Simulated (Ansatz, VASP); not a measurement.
## Two plane-wave programs on GaAs

```
Ga As
1.0
     0.00000    2.82914    2.82914
     2.82914    0.00000    2.82914
     2.82914    2.82914    0.00000
Ga As
1 1
Cartesian
  0.0000 0.0000 0.0000
  1.4146 1.4146 1.4146
```

Alike in both runs: functional PBEsol; k mesh 12 × 12 × 12; occupations gaussian, width 0.02 eV; no spin polarisation.

Ansatz relaxed the structure, and its values are those at the end. VASP's run is a single point on that final structure, the one shown.

```csv
,VASP,Ansatz
version,VASP 6.6.1,Ansatz 0.2.0
potentials or method,"VASP PAW PBE potentials, release 64 (Ga_d, As), cutoff 520 eV","scalar-relativistic, plane waves, PAW"
valence electrons in the cell,18,28
```

Ansatz gave:

```
gap on the k mesh at the Fermi level (eV) : 0.42
least direct gap on the mesh (eV)         : 0.42
pressure (GPa)                            : 0.0
```

Problem. Estimate VASP's values.

Solution. gap on the k mesh at the Fermi level (eV): 0.44; least direct gap on the mesh (eV): 0.44; pressure (GPa): 0.2.

VASP's potentials were made for PBE, not for PBEsol. VASP's potentials hold 18 valence electrons a cell and Ansatz's 28, so a difference there can come from the potentials and not from the codes.
